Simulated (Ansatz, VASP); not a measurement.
**Two plane-wave programs on PdC3**

```xyz
4
Lattice="-2.0673 2.0673 2.0673 2.0673 -2.0673 2.0673 2.0673 2.0673 -2.0673" Properties=species:S:1:pos:R:3 pbc="T T T"
Pd    0.0000    0.0000    0.0000
C     2.0673    0.0000    0.0000
C     0.0000    2.0673    0.0000
C     0.0000    0.0000    2.0673
```

Alike in both runs: functional PBE; k mesh 6 × 6 × 6; occupations gaussian, width 0.1 eV; no spin polarisation.

Ansatz relaxed the structure, and its values are those at the end. VASP's run is a single point on that final structure, the one shown.

```csv
,VASP,Ansatz
version,VASP 6.6.1,Ansatz 0.2.0
potentials or method,"VASP PAW PBE potentials, release 64 (Pd, C), cutoff 600 eV","scalar-relativistic, plane waves, PAW"
valence electrons in the cell,22,30
```

Ansatz gave:

```
gap on the k mesh at the Fermi level (eV) : none
pressure (GPa)                            : -0.3
```

Q: Estimate VASP's values.

A: gap on the k mesh at the Fermi level (eV): none; pressure (GPa): -0.4.

A gap of «none» marks a metal or a gap that the smearing closes. VASP's potentials hold 22 valence electrons a cell and Ansatz's 30, so a difference there can come from the potentials and not from the codes.
